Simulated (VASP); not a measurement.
CuO: single point with RPBE

CuO:

```
Cu O
1.0
     0.00000    2.13058    2.13058
     2.13058    0.00000    2.13058
     2.13058    2.13058    0.00000
Cu O
1 1
Direct
  0.02950 0.02810 0.90803
  0.47050 0.47190 0.59197
```

- Program: VASP 6.6.1
- Task: single point
- Functional: RPBE
- Potentials or basis: VASP PAW PBE potentials, release 64 (Cu, O)
- Cutoff: 520 eV
- k mesh: 11 × 11 × 11
- Occupations: fermi-dirac, width 0.05 eV
- Spin: no spin polarisation

- Pressure: 20.5 GPa
- Largest force: 0.981 eV/Å
- Band gap on the k mesh: zero (an odd number of electrons rules out a gap without spin polarisation)

Forces on the atoms (eV/Å):
```
Cu   0.651  0.596 -0.428
O   -0.651 -0.596  0.428
```

Stress tensor (GPa, compression positive):
```
21.97 -4.32  3.60
-4.32 21.14  3.41
 3.60  3.41 18.49
```

Levels at points of the mesh, in eV from the Fermi level:
```
           k point  band 7  band 8  band 9  band 10  band 11  band 12
(0.00, 0.00, 0.00)   -0.52   -0.21   -0.18     1.46    16.90    18.04
```

Run time: 72 s on 1 thread of Intel(R) Xeon(R) 6975P-C (Granite Rapids) (shared host), peak memory 0.31 GiB.

Caveat: the cell stands under pressure; the PAW data sets were made with another functional, which shifts forces and pressure a little; an odd number of electrons without spin polarisation forces a metal; a magnetic or distorted state may lie lower; semilocal functionals often make such compounds metallic where correlation or magnetic order opens a gap, which also shifts bond lengths. With open d or f shells a metallic result of RPBE can be an artefact of self-interaction; +U or a hybrid may open a gap.
